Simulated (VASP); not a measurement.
# Al3Pd (Pm-3m) in VASP: a series of runs, part 2 of 2

VASP 6.6.1. The steps go on from the part before.

**3. Single point, PBE**

File INCAR:

```
SYSTEM = Al3Pd
PREC     = Accurate       ! precision mode
ENCUT    = 520            ! plane-wave cutoff, eV
EDIFF    = 1E-6           ! SCF threshold, eV
ISMEAR   = 0              ! smearing method
SIGMA    = 0.5            ! smearing width, eV
LREAL    = .FALSE.        ! projectors in reciprocal space
LASPH    = .TRUE.         ! aspherical terms in the spheres
NELM     = 60             ! most SCF steps
ALGO     = Normal         ! electronic algorithm
ISIF     = 2              ! what is computed and relaxed
LWAVE    = .FALSE.        ! write WAVECAR
LCHARG   = .TRUE.         ! write CHGCAR
GGA      = PE             ! functional
LELF     = .TRUE.         ! ELF
LVHAR    = .TRUE.       
NBANDS   = 18             ! bands
```

File KPOINTS:

```
Automatic mesh
0
G
  10 10 10
  0 0 0
```

File POSCAR:

```
Al3Pd
1.0
    3.9469100000      0.0000000000      0.0000000000
    0.0000000000      3.9469100000      0.0000000000
    0.0000000000      0.0000000000      3.9469100000
Al Pd
3 1
Direct
    0.0000000000      0.5000000000      0.5000000000
    0.5000000000      0.0000000000      0.5000000000
    0.5000000000      0.5000000000      0.0000000000
    0.0000000000      0.0000000000      0.0000000000
```

Potentials or basis: VASP PAW PBE potentials, release 64 (Al, Pd).

Command:

```sh
cat potpaw_PBE.64/Al/POTCAR potpaw_PBE.64/Pd/POTCAR > POTCAR
mpirun -np 1 vasp_std > vasp.out
```

Run time: 24 s. Hardware: 1 thread of Intel Xeon 6975P-C (Granite Rapids), shared host; peak memory 0.2 GiB.

Results (log left out):

| Quantity | Value |
| --- | --- |
| Free energy | -17.9295 eV |
| Pressure | 1.2 GPa |

Levels at points of the mesh, in eV from the Fermi level:
```
           k point  band 5  band 6  band 7  band 8  band 9  band 10  band 11  band 12  band 13  band 14
(0.00, 0.00, 0.00)   -3.73   -3.73   -2.34   -2.34   -2.34     0.06     1.74     1.74     5.79     5.79
(0.50, 0.00, 0.00)   -4.53   -3.65   -3.18    0.50    0.50     0.88     1.11     1.11     1.37     3.92
(0.50, 0.50, 0.00)   -4.24   -4.24   -3.22   -2.83   -2.57     1.08     3.54     3.54     3.99     3.99
(0.50, 0.50, 0.50)   -3.74   -3.74   -3.74   -3.20   -3.20    -1.26    -0.71    -0.71    -0.71    11.74
```

**4. Single point, PBE**

File INCAR:

```
PREC = Accurate
ENCUT = 500
EDIFF = 1E-6
ISMEAR = 0
SIGMA = 0.01
LREAL = F
LASPH = T
NELM = 120
ALGO = Normal
ISIF = 2
LWAVE = F
LCHARG = F
GGA = PE
NBANDS = 18
GGA_COMPAT = F
```

File KPOINTS:

```
regular mesh
0
Gamma
  5 5 5
```

POSCAR is that of step 3.

Potentials or basis: VASP PAW PBE potentials, release 64 (Al, Pd).

Command:

```sh
cat potpaw_PBE.64/Al/POTCAR potpaw_PBE.64/Pd/POTCAR > POTCAR
mpirun -np 1 vasp_std > vasp.out
```

OUTCAR:

```text
PREC = Accurate
   ENCUT = 500
   EDIFF = 1E-6
   ISMEAR = 0
   LREAL = F
   LASPH = T
   NELM = 120
   ISIF = 2
   GGA = PE

 ion  position               nearest neighbor table
   1  0.000  0.500  0.500-   2 2.79   3 2.79   4 2.79   3 2.79   4 2.79   2 2.79   4 2.79   4 2.79
                             2 2.79   3 2.79   3 2.79   2 2.79
   2  0.500  0.000  0.500-   1 2.79   3 2.79   4 2.79   3 2.79   4 2.79   1 2.79   3 2.79   3 2.79
                             1 2.79   4 2.79   4 2.79   1 2.79
   3  0.500  0.500  0.000-   1 2.79   2 2.79   4 2.79   1 2.79   2 2.79   2 2.79   4 2.79   2 2.79
[... 398 lines left out ...]
  --------------------------------------------------------------------------------------
  -------------------------------------------------------------------------------------
  Total        0.5005878      0.5005878      0.5005878     -0.0000000     -0.0000000      0.0000000
  in kB       13.0442509     13.0442509     13.0442509     -0.0000000     -0.0000000      0.0000000
  external PRESSURE =      13.0442509 kB  Pullay stress =       0.0000000 kB

 VOLUME and BASIS-vectors are now :
 -----------------------------------------------------------------------------
  energy-cutoff  :      500.00
  volume of cell :       61.49
      direct lattice vectors                 reciprocal lattice vectors
     3.946910000  0.000000000  0.000000000     0.253362757  0.000000000  0.000000000
     0.000000000  3.946910000  0.000000000     0.000000000  0.253362757  0.000000000
     0.000000000  0.000000000  3.946910000     0.000000000  0.000000000  0.253362757

 POSITION                                       TOTAL-FORCE (eV/Angst)
 -----------------------------------------------------------------------------------
      0.00000      1.97345      1.97345         0.000000      0.000000      0.000000
      1.97345      0.00000      1.97345         0.000000      0.000000      0.000000
      1.97345      1.97345      0.00000         0.000000      0.000000      0.000000
      0.00000      0.00000      0.00000         0.000000      0.000000      0.000000
 -----------------------------------------------------------------------------------
    total drift:                                0.000000     -0.000000      0.000000

  FREE ENERGIE OF THE ION-ELECTRON SYSTEM (eV)
  ---------------------------------------------------
  free  energy   TOTEN  =       -17.7568456911 eV

  energy  without entropy=      -17.7555546600  energy(sigma->0) =      -17.75620018
```

stdout:

```text
POSCAR found type information on POSCAR AlPd
 POSCAR found :  2 types and       4 ions
 scaLAPACK will be used
 LDA part: xc-table for (Slater+PW92), standard interpolation
 POSCAR, INCAR and KPOINTS ok, starting setup
 FFT: planning ... GRIDC
 FFT: planning ... GRID_SOFT
 FFT: planning ... GRID
 WAVECAR not read
 entering main loop
```

Run time: 5 s. Hardware: 1 thread of Intel Xeon 6975P-C (Granite Rapids), shared host; peak memory 0.16 GiB.

What came out:

| Property | Result |
| --- | --- |
| Free energy | -17.7568 eV |
| Pressure | 1.3 GPa |

Levels at points of the mesh, in eV from the Fermi level:
```csv
k point,band 6,band 7,band 8,band 9,band 10,band 11,band 12,band 13
"(0.00, 0.00, 0.00)",-3.56,-2.19,-2.19,-2.19,0.20,1.90,1.90,5.94
```

**5. Summary**

```tsv
k mesh	cutoff (eV)	smearing	gap on the mesh (eV)	pressure (GPa)
10 × 10 × 10	520	gaussian 0.05 eV	none	1.2
10 × 10 × 10	520	gaussian 0.5 eV	none	1.2
5 × 5 × 5	500	gaussian 0.01 eV	none	1.3
```

Alike in all rows: task single point; level PBE; potentials or basis VASP PAW PBE potentials, release 64 (Al, Pd); no spin polarisation; cell as given.

Every run on the cell as given and a fine mesh finds a metal.

Total energies depend on the potentials used, so only differences within one code and one set of settings carry meaning.
